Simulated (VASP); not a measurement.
Input of a VASP 6.6.1 run:

File INCAR:

```
  ALGO = Normal
  EDIFF = 1E-6
  ENCUT = 520
  GGA = PS
  ISIF = 2
  ISMEAR = -1
  LASPH = True
  LCHARG = True
  LELF = True
  LREAL = False
  LVHAR = True
  LWAVE = False
  NBANDS = 13
  NELM = 60
  PREC = Accurate
  SIGMA = 0.08
```

The input KPOINTS:

```
k-points
0
Gamma
  17 17 17
```

POSCAR

```
Mo
1.0
   -1.4528789333      1.4528789333      1.4528789333
    1.4528789333     -1.4528789333      1.4528789333
    1.4528789333      1.4528789333     -1.4528789333
Mo
1
Direct
    0.0000000000      0.0000000000      0.0000000000
```

Potentials or basis: VASP PAW PBE potentials, release 64 (Mo_sv).

Launch:

```console
$ cat potpaw_PBE.64/Mo_sv/POTCAR > POTCAR
$ mpirun -np 1 vasp_std > vasp.out
```

Task: Predict the pressure.

Result: 99.3 GPa.

Task: Estimate the band gap on the k mesh.

Result: Zero (band 7 reaches 22.01 eV, above the bottom of band 8 at 14.82 eV).

Caveat: the PAW data sets were made with another functional, which shifts forces and pressure a little.
